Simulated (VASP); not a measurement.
Wanted: the native input for a VASP 6.6.1 run.

| Property | Result |
| --- | --- |
| Task | single point |
| Functional | PBE |
| Potentials or basis | VASP PAW PBE potentials, release 64 (Sn_d, Se) |
| Cutoff | 520 eV |
| k mesh | 6 × 6 × 4 |
| Occupations | gaussian, width 0.01 eV |
| Spin | no spin polarisation |
| Dipole correction | no |
| Further INCAR settings | ALGO = Normal; EDIFF = 1e-07; NBANDS = 20 |

The structure of SnSe2 lies in POSCAR:

```
SnSe2
1.0
    3.7463942988      0.0000000000      0.0000000000
   -1.8731971494      3.2444728183      0.0000000000
    0.0000000000      0.0000000000      6.0319799048
Sn Se
1 2
Direct
    0.0000000000      0.0000000000      0.0000000000
    0.3333333333      0.6666666667      0.2490000000
    0.6666666667      0.3333333333      0.7510000000
```

One way to write it, as run:

INCAR

```
ALGO     = Normal         # electronic algorithm
EDIFF    = 1E-7           # SCF threshold, eV
ENCUT    = 520            # plane-wave cutoff, eV
GGA      = PE             # functional
ISIF     = 2              # what is computed and relaxed
ISMEAR   = 0              # smearing method
LASPH    = T              # aspherical terms in the spheres
LCHARG   = F              # write CHGCAR
LREAL    = F              # projectors in reciprocal space
LWAVE    = F              # write WAVECAR
NBANDS   = 20             # bands
NELM     = 80             # most SCF steps
PREC     = Accurate       # precision mode
SIGMA    = 0.01           # smearing width, eV
```

KPOINTS

```
k-points
0
Gamma
  6 6 4
```

Potentials or basis: VASP PAW PBE potentials, release 64 (Sn_d, Se).

Launch:

```console
$ cat potpaw_PBE.64/Sn_d/POTCAR potpaw_PBE.64/Se/POTCAR > POTCAR
$ mpirun -np 1 vasp_std > vasp.out
```

Results of the run:

```yaml
Pressure: 10.4 GPa
Largest_force: 1.359 eV/Å
Band_gap_on_the_k_mesh: 0.85 eV, indirect (least direct gap 1.33 eV)
```

Caveat: spin-orbit coupling is left out, which moves the levels of the heavy elements; this functional lacks dispersion, which binds the layers, so the pressure and a relaxed spacing across them are unreliable; forces of over 1 eV/Å act on the atoms, so gaps and moduli don't describe the material at rest.

Run time: 28 s on 1 thread of Intel(R) Xeon(R) Platinum 8488C (Sapphire Rapids), with other jobs on the host, peak memory 0.2 GiB.
